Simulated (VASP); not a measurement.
# Se (P6_3/mmc) in VASP: a series of runs

Runs on Se. Level: PBE. Tasks: single point.

All numbers are computed with VASP 6.6.1; they aren't measurements. Logs are shortened: lines on timing, memory, paths and dates and some standing lists are left out, and cuts for length are marked.

## 1. The cell of the first run

Symmetry: P6_3/mmc, No. 194, hexagonal system. Conventional cell: a = 3.803 Å, b = 3.803 Å, c = 3.996 Å, α = 90.00°, β = 90.00°, γ = 120.00°. Se (site symmetry -6m2) has 14 Se at 2.97 to 4.00 Å within 4.0 Å.

This isn't the form of Se at room conditions, which is trigonal, of chains.

## 2. Single point, PBE (25.03 Å³/atom)

INCAR

```
  ALGO = Normal
  EDIFF = 1E-6
  ENCUT = 520
  GGA = PE
  ISIF = 2
  ISMEAR = -1
  LASPH = T
  LCHARG = T
  LELF = T
  LREAL = F
  LVHAR = T
  LWAVE = F
  NBANDS = 13
  NELM = 100
  PREC = Accurate
  SIGMA = 0.1
```

KPOINTS

```
k-points
0
Gamma
  16 16 13
```

POSCAR

```
Se
1.0
    3.8034852428      0.0000000000      0.0000000000
   -1.9017426214      3.2939148432      0.0000000000
    0.0000000000      0.0000000000      3.9956883624
Se
2
Direct
    0.3333333333      0.6666666667      0.2500000000
    0.6666666667      0.3333333333      0.7500000000
```

Potentials or basis: VASP PAW PBE potentials, release 64 (Se).

Started as:

```
$ cat potpaw_PBE.64/Se/POTCAR > POTCAR
$ mpirun -np 1 vasp_std > vasp.out
```

OUTCAR:

```text
EDIFF = 1E-6
   ENCUT = 520
   GGA = PE
   ISIF = 2
   ISMEAR = -1
   LASPH = T
   LREAL = F
   NELM = 100
   PREC = Accurate

 ion  position               nearest neighbor table
   1  0.333  0.667  0.250-
   2  0.667  0.333  0.750-

  LATTYP: Found a hexagonal cell.
 ALAT       =     3.8034852428
 C/A-ratio  =     1.0505334206

  Lattice vectors:

 A1 = (   3.8034852428,   0.0000000000,   0.0000000000)
 A2 = (  -1.9017426214,   3.2939148432,   0.0000000000)
 A3 = (   0.0000000000,   0.0000000000,   3.9956883624)

Analysis of symmetry for initial positions (statically):
=====================================================================
 Subroutine PRICEL returns:
 Original cell was already a primitive cell.

 Routine SETGRP: Setting up the symmetry group for a
 hexagonal supercell.

 Subroutine GETGRP returns: Found 24 space group operations
 (whereof 12 operations were pure point group operations)
 out of a pool of 24 trial point group operations.

The static configuration has the point symmetry D_3d.
 The point group associated with its full space group is D_6h.

Analysis of symmetry for dynamics (positions and initial velocities):
=====================================================================
 Subroutine PRICEL returns:
 Original cell was already a primitive cell.

 Routine SETGRP: Setting up the symmetry group for a
 hexagonal supercell.

 Subroutine GETGRP returns: Found 24 space group operations
 (whereof 12 operations were pure point group operations)
 out of a pool of 24 trial point group operations.

The dynamic configuration has the point symmetry D_3d.
 The point group associated with its full space group is D_6h.

 Subroutine INISYM returns: Found 24 space group operations
 (whereof 12 operations are pure point group operations),
 and found     1 'primitive' translations

----------------------------------------------------------------------------------------

                                     Primitive cell

  volume of cell :      50.0594

  direct lattice vectors                    reciprocal lattice vectors
     3.803485243  0.000000000  0.000000000     0.262916756  0.151795060  0.000000000
    -1.901742621  3.293914843  0.000000000     0.000000000  0.303590119  0.000000000
     0.000000000  0.000000000  3.995688362     0.000000000  0.000000000  0.250269768

  length of vectors
     3.803485243  3.803485243  3.995688362     0.303590119  0.303590119  0.250269768

  position of ions in fractional coordinates (direct lattice)
     0.333333333  0.666666667  0.250000000
     0.666666667  0.333333333  0.750000000

  ion indices of the primitive-cell ions
   primitive index   ion index
                 1           1
                 2           2

----------------------------------------------------------------------------------------

 KPOINTS: k-points

Automatic generation of k-mesh.
 Grid dimensions read from file:
 generate k-points for:   16   16   13

 Generating k-lattice:

  Cartesian coordinates                     Fractional coordinates (reciprocal lattice)
     0.016432297  0.009487191  0.000000000     0.062500000 -0.000000000  0.000000000
     0.000000000  0.018974382  0.000000000     0.000000000  0.062500000  0.000000000
     0.000000000  0.000000000  0.019251521     0.000000000  0.000000000  0.076923077

  Length of vectors
     0.018974382  0.018974382  0.019251521

  Shift w.r.t. Gamma in fractional coordinates (k-lattice)
     0.000000000  0.000000000  0.000000000

 Subroutine IBZKPT returns following result:
 ===========================================

 Found    210 irreducible k-points:

 Following reciprocal coordinates:
            Coordinates               Weight
  0.000000  0.000000  0.000000      1.000000
  0.062500  0.000000  0.000000      6.000000
  0.125000  0.000000  0.000000      6.000000
  0.187500  0.000000  0.000000      6.000000
  0.250000  0.000000  0.000000      6.000000
  0.312500  0.000000  0.000000      6.000000
[... 16 lines left out ...]
  0.187500  0.187500  0.000000      6.000000
  0.250000  0.187500  0.000000     12.000000
 [... further k-points ...]
   k-points           NKPTS =    210   k-points in BZ     NKDIM =    210   number of bands    NBANDS=     13
   number of dos      NEDOS =    301   number of ions     NIONS =      2
   total plane-waves  NPLWV =  23520
   dimension x,y,z NGX =    28 NGY =   28 NGZ =   30
   dimension x,y,z NGXF=    56 NGYF=   56 NGZF=   60
   ions per type =               2
   NGX,Y,Z   is equivalent  to a cutoff of  12.24, 12.24, 12.48 a.u.
   NGXF,Y,Z  is equivalent  to a cutoff of  24.48, 24.48, 24.96 a.u.
 SYSTEM =  unknown system
   PREC   = accura    normal or accurate (medium, high low for compatibility)
   ISTART =      0    job   : 0-new  1-cont  2-samecut
   ICHARG =      2    charge: 1-file 2-atom 10-const
   ISPIN  =      1    spin polarized calculation?
   LNONCOLLINEAR =      F non collinear calculations
   LSORBIT =      F    spin-orbit coupling
   LASPH  =      T    aspherical Exc in radial PAW
   ENCUT  =  520.0 eV  38.22 Ry    6.18 a.u.   7.07  7.07  7.43*2*pi/ulx,y,z
   NELM   =    100;   NELMIN=  2; NELMDL= -5     # of ELM steps
   EDIFF  = 0.1E-05   stopping-criterion for ELM
   LREAL  =      F    real-space projection
   EDIFFG = 0.1E-04   stopping-criterion for IOM
   NSW    =      0    number of steps for IOM
   IBRION =     -1    ionic relax: 0-MD 1-quasi-New 2-CG
   NFREE  =      0    steps in history (QN), initial steepest desc. (CG)
   ISIF   =      2    stress and relaxation
   ISYM   =      2    0-nonsym 1-usesym 2-fastsym
   POTIM  = 0.5000    time-step for ionic-motion
   TEBEG  =    0.0;   TEEND  =   0.0 temperature during run
   PSTRESS=    0.0 pullay stress
   NELECT =      12.0000    total number of electrons
   NUPDOWN=      -1.0000    fix difference up-down
   EMIN   =  10.00;   EMAX   =-10.00  energy-range for DOS
   EFERMI =   0.00;   METHOD = LEGACY
   ISMEAR =    -1;   SIGMA  =   0.10  broadening in eV -4-tet -1-fermi 0-gaus
   EFERMI_NEDOS =   21; number of points for ismear=-14 and -15
   IALGO  =     38    algorithm
   IMIX   =      4    mixing-type and parameters
     AMIX     =   0.40;   BMIX     =  1.00
     AMIX_MAG =   1.60;   BMIX_MAG =  1.00
  volume/ion in A,a.u.               =      25.03       168.91
  Fermi-wavevector in a.u.,A,eV,Ry     =   1.016967  1.921788 14.071431  1.034221
  Thomas-Fermi vector in A             =   2.150340
   LORBIT       =      0    0 simple, 1 ext, 2 COOP (PROOUT), +10 PAW based schemes
   GGA     = PE    functional components
   LHFCALC =     F    Hartree Fock is set to
   AEXX    =    0.0000 exact exchange contribution
   IVDW    =     0    specifies the selected vdW correction
   LEPSILON=     F    determine dielectric tensor
   LRPA    =     F    only Hartree local field effects (RPA)
 non-spin polarized calculation
  energy-cutoff  :      520.00
  volume of cell :       50.06
 maximum number of plane-waves:      1366
   NGX = 15   NGY = 15   NGZ = 15

 number of electron      12.0000000 magnetization

 Free energy of the ion-electron system (eV)
  ---------------------------------------------------
  ext. energy  EPLUGINS =         0.00000000
  ---------------------------------------------------
  free energy    TOTEN  =        -6.18647350 eV

  energy without entropy =       -6.14283576  energy(sigma->0) =       -6.16465463

 E-fermi :   3.3914     XC(G=0):  -9.5112

 val. band max:        3.3841665086   @ k =   0.1250   0.0625   0.3846
 cond. band min:       3.3919319307   @ k =   0.1875   0.0000   0.3846
 fundamental gap:      0.0077654221
 Fermi energy:         3.3913544268

 k-point     1 :       0.0000    0.0000    0.0000
  band No.  band energies     occupation
      1     -11.6150      2.00000
      2      -7.0470      2.00000
      3      -0.7509      2.00000
      4       1.4362      2.00000
      5       1.4362      2.00000
      6       4.1598      0.00092
      7       4.1598      0.00092
      8       6.2027      0.00000
      9       8.1095      0.00000
     10      10.3492      0.00000
     11      13.2535      0.00000
     12      13.2535      0.00000
     13      14.9535      0.00000

 k-point     2 :       0.0625    0.0000    0.0000
  band No.  band energies     occupation
      1     -11.5790      2.00000
      2      -7.0814      2.00000
      3      -0.7101      2.00000
      4       1.3293      2.00000
      5       1.3580      2.00000
      6       4.0620      0.00244
      7       4.2384      0.00042
      8       6.0921      0.00000
      9       8.2565      0.00000
     10      10.5537      0.00000
     11      12.9620      0.00000
     12      13.2831      0.00000
     13      14.8263      0.00000

 k-point     3 :       0.1250    0.0000    0.0000
  band No.  band energies     occupation
      1     -11.4718      2.00000
      2      -7.1857      2.00000
      3      -0.5886      2.00000
      4       1.0508      2.00000
      5       1.1585      2.00000
      6       3.8141      0.02877
      7       4.4350      0.00006
      8       5.7805      0.00000
      9       8.6502      0.00000
     10      10.9611      0.00000
     11      12.5678      0.00000
     12      13.3981      0.00000
     13      14.5214      0.00000
[... 305 lines left out ...]
 k-point    23 :       0.1875    0.1875    0.0000
  band No.  band energies     occupation
      1     -10.7093      2.00000
      2      -7.9701      2.00000
      3      -0.4161      2.00000
      4       0.2911      2.00000
      5       0.7175      2.00000
      6       3.1572      1.82446
      7       4.0626      0.00243
      8       4.7714      0.00000
      9      10.1916      0.00000
     10      10.2477      0.00000
     11      12.1420      0.00000
     12      14.6067      0.00000
     13      15.3576      0.00000

 k-point    24 :       0.2500    0.1875    0.0000
  band No.  band energies     occupation
      1     -10.4158      2.00000
      2      -8.2748      2.00000
      3      -0.8110      2.00000
      4       0.6386      2.00000
      5       0.8226      2.00000
      6       2.9251      1.98129
      7       3.5441      0.35672
      8       4.7898      0.00000
      9       9.8328      0.00000
     10      10.9241      0.00000
     11      11.6437      0.00000
     12      14.8551      0.00000
     13      16.2427      0.00000

 [... further k-points ...]
[... 5 lines left out ...]
  --------------------------------------------------------------------------------------
  -------------------------------------------------------------------------------------
  Total       -1.4389337     -1.4389337     -2.6322166      0.0000000      0.0000000      0.0000000
  in kB      -46.0538182    -46.0538182    -84.2454578      0.0000000      0.0000000      0.0000000
  external PRESSURE =     -58.7843647 kB  Pullay stress =       0.0000000 kB

 VOLUME and BASIS-vectors are now :
 -----------------------------------------------------------------------------
  energy-cutoff  :      520.00
  volume of cell :       50.06
      direct lattice vectors                 reciprocal lattice vectors
     3.803485243  0.000000000  0.000000000     0.262916756  0.151795060  0.000000000
    -1.901742621  3.293914843  0.000000000     0.000000000  0.303590119  0.000000000
     0.000000000  0.000000000  3.995688362     0.000000000  0.000000000  0.250269768

 POSITION                                       TOTAL-FORCE (eV/Angst)
 -----------------------------------------------------------------------------------
     -0.00000      2.19594      0.99892        -0.000000      0.000000      0.000000
      1.90174      1.09797      2.99677         0.000000     -0.000000      0.000000
 -----------------------------------------------------------------------------------
    total drift:                               -0.000000      0.000000      0.000000

  FREE ENERGIE OF THE ION-ELECTRON SYSTEM (eV)
  ---------------------------------------------------
  free  energy   TOTEN  =        -6.1864734974 eV

  energy  without entropy=       -6.1428357580  energy(sigma->0) =       -6.16465463
```

Wall time 3.1 min (1 thread of Oxide Virtual Turin-like, shared host); peak memory 0.21 GiB.

Results:

```yaml
Free_energy: -6.1865 eV
Pressure: -5.9 GPa
Band_gap_on_the_k_mesh: zero (bands 6 and 7 overlap by 1.94 eV)
```

Stress tensor (GPa, compression positive):
```
-4.61  0.00  0.00
 0.00 -4.61  0.00
 0.00  0.00 -8.42
```

Caveat: the cell stands under tension.

## 3. Single point, PBE, non-collinear spin, zero start, spin-orbit coupling

This run uses another cell than the first one, of 22.35 Å³/atom.

INCAR

```
  ALGO = Normal
  EDIFF = 1E-6
  ENCUT = 520
  GGA = PE
  GGA_COMPAT = F
  ISIF = 2
  ISMEAR = -1
  LASPH = T
  LCHARG = F
  LORBIT = 11
  LORBMOM = T
  LREAL = F
  LSORBIT = T
  LWAVE = F
  MAGMOM = 0 0 0 0 0 0
  NBANDS = 24
  NELM = 150
  PREC = Accurate
  SIGMA = 0.1
```

KPOINTS

```
k-points
0
Gamma
  10 10 8
```

POSCAR

```
Se
1.0
    3.6624839318      0.0000000000      0.0000000000
   -1.8312419659      3.1718041259      0.0000000000
    0.0000000000      0.0000000000      3.8475617728
Se
2
Direct
    0.3333333333      0.6666666667      0.2500000000
    0.6666666667      0.3333333333      0.7500000000
```

Potentials or basis: VASP PAW PBE potentials, release 64 (Se).

Started as:

```
$ cat potpaw_PBE.64/Se/POTCAR > POTCAR
$ mpirun -np 1 vasp_ncl > vasp.out
```

Wall time 4.3 min (1 thread of Oxide Virtual Turin-like, shared host); peak memory 0.27 GiB.

The run converged. Its results:

```yaml
Free_energy: -6.3589 eV
Pressure: -0.1 GPa
Net_moment: 0.00 μB per cell
Valence_electrons_inside_the_program's_atomic_spheres: Se 3.64
```

Stress tensor (GPa, compression positive):
```
-0.01  0.00  0.00
 0.00 -0.01  0.00
 0.00  0.00 -0.23
```

Moments on the atoms (μB; x, y, z):
```
Se  0.00 0.00 0.00
Se  0.00 0.00 0.00
```
